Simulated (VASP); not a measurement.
Set up this calculation in VASP 6.6.1, as the native input.

- Task: single point
- Functional: BLYP
- Potentials or basis: VASP PAW PBE potentials, release 64 (Co)
- Cutoff: 520 eV
- k mesh: 12 × 12 × 4
- Occupations: fermi-dirac, width 0.05 eV
- Spin: collinear spin, ferromagnetic start
- Starting moments: [2.0, 2.0, 2.0, 2.0] μB
- Dipole correction: no
- Further INCAR settings: ALGO = Normal; EDIFF = 1e-06; NBANDS = 30

The structure of Co lies in POSCAR:

```
Co
1.0
    2.4539803297      0.0000000000      0.0000000000
   -1.2269901649      2.1252093060      0.0000000000
    0.0000000000      0.0000000000      8.0339487160
Co
4
Direct
    0.6666666667      0.3333333333      0.7500000000
    0.0000000000      0.0000000000      0.5000000000
    0.3333333333      0.6666666667      0.2500000000
    0.0000000000      0.0000000000      0.0000000000
```

These files were run (other wordings do the same):

INCAR

```
AGGAC = 1.0 ; AGGAX = 1.0
ALDAC = 0.0 ; ALDAX = 1.0
ALGO = Normal ; EDIFF = 1E-6
ENCUT = 520 ; GGA = B5
ISIF = 2 ; ISMEAR = -1
ISPIN = 2 ; LASPH = True
LCHARG = False ; LMAXMIX = 4
LORBIT = 11 ; LREAL = False
LWAVE = False ; MAGMOM = 2 2 2 2
NBANDS = 30 ; NELM = 150
PREC = Accurate ; SIGMA = 0.05
```

KPOINTS

```
k-points
0
Gamma
  12 12 4
```

Potentials or basis: VASP PAW PBE potentials, release 64 (Co).

Run with:

```sh
$ cat potpaw_PBE.64/Co/POTCAR > POTCAR
$ mpirun -np 1 vasp_std > vasp.out
```

Results of the run:

```json
{"Pressure": "18.2 GPa", "Net moment": "6.26 μB per cell", "Site moments": "Co +1.58, +1.56 (each value once) μB", "Valence electrons inside the program's atomic spheres": "Co 8.37"}
```

Caveat: the cell stands under pressure; the PAW data sets were made with another functional, which shifts forces and pressure a little.

Run time: 8.2 min on 1 thread of Intel Xeon 8259CL, on a shared host, peak memory 0.23 GiB.
